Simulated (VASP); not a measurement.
**C: single point with PBE+D3(BJ)**

Slab: C, a slab with vacuum.

```
CELL_PARAMETERS angstrom
2.46519 0.00000 0.00000
-1.23259 2.13491 0.00000
0.00000 0.00000 26.00075
ATOMIC_POSITIONS crystal
C 0.00000 0.00000 0.50001
C 0.33333 0.66667 0.49999
```

```yaml
Program: VASP 6.6.1
Task: single point
Functional: PBE
Dispersion: D3(BJ)
Potentials_or_basis: VASP PAW PBE potentials, release 64 (C)
Cutoff: 520 eV
k_mesh: 21 × 21 × 1
Occupations: gaussian, width 0.1 eV
Spin: no spin polarisation
Dipole_correction: yes
Further_INCAR_settings: ALGO = Normal; EDIFF = 1e-07; NBANDS = 11
```

```yaml
Largest_force: 0.006 eV/Å
Band_gap_on_the_k_mesh: zero (filled and empty bands touch)
Dispersion_energy_per_atom: -0.089 eV
```

Forces in eV/Å, atoms in the order of the input:
```
C    0.000  0.000 -0.006
C    0.000  0.000  0.006
```

Levels at points of the mesh, in eV from the Fermi level:
```
           k point  band 1  band 2  band 3  band 4  band 5  band 6  band 7  band 8
(0.00, 0.00, 0.00)  -19.53   -7.62   -3.05   -3.05    3.26    4.03    4.31    4.77
```

Wall time 64 s on 1 thread of Intel(R) Xeon(R) Platinum 8488C (Sapphire Rapids), on a shared host, peak memory 0.26 GiB.
